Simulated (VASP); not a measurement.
# Li: electric field gradients with PBE

Crystal: Li.

```
Li
1.0
    -1.78432    1.78432    1.78432
     1.78432   -1.78432    1.78432
     1.78432    1.78432   -1.78432
Li
1
Cartesian
  0.0000 0.0000 0.0000
```

```json
{
 "Program": "VASP 6.6.1",
 "Task": "electric field gradients",
 "Functional": "PBE",
 "Potentials or basis": "VASP PAW PBE potentials, release 64 (Li_sv)",
 "Cutoff": "520 eV",
 "k mesh": "15 × 15 × 15",
 "Occupations": "fermi-dirac, width 0.08 eV",
 "Spin": "no spin polarisation",
 "Dipole correction": "no",
 "Further INCAR settings": "ALGO = Normal; EDIFF = 1e-08; NBANDS = 8"
}
```

- Band gap on the k mesh: zero (an odd number of electrons rules out a gap without spin polarisation)
- Largest electric field gradient by atom: zero within the noise of the run

Levels at points of the mesh, in eV from the Fermi level:
```
           k point  band 1  band 2  band 3  band 4  band 5
(0.00, 0.00, 0.00)  -46.75   -3.43   13.43   13.43   13.43
```

Wall time 32 s on 1 thread of AMD EPYC 7R13 (shared host), peak memory 0.11 GiB.
